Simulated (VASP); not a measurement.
A run of VASP 6.6.1 is set up as follows.

INCAR

```
PREC = Accurate
ENCUT = 520
EDIFF = 1E-7
ISMEAR = 0
SIGMA = 0.1
LREAL = False
LASPH = True
NELM = 80
ALGO = Normal
ISIF = 2
LWAVE = False
LCHARG = False
GGA = PE
NBANDS = 34
```

The input KPOINTS:

```
Automatic mesh
0
Gamma
  8 8 8
```

POSCAR

```
Zr3CdC
1.0
    4.4787697439      0.0000000000      0.0000000000
    0.0000000000      4.4787697439      0.0000000000
    0.0000000000      0.0000000000      4.4787697439
Zr Cd C
3 1 1
Direct
    0.0000000000      0.5000000000      0.5000000000
    0.5000000000      0.0000000000      0.5000000000
    0.5000000000      0.5000000000      0.0000000000
    0.0000000000      0.0000000000      0.0000000000
    0.5000000000      0.5000000000      0.5000000000
```

Potentials or basis: VASP PAW PBE potentials, release 64 (Zr_sv, Cd, C).

The run is started by

```console
$ cat potpaw_PBE.64/Zr_sv/POTCAR potpaw_PBE.64/Cd/POTCAR potpaw_PBE.64/C/POTCAR > POTCAR
$ mpirun -np 1 vasp_std > vasp.out
```

What does it give for the pressure?

9.4 GPa.

Estimate the band gap on the k mesh.

zero (bands 26 and 27 overlap by 1.68 eV).

Caveat: the cell stands under pressure.
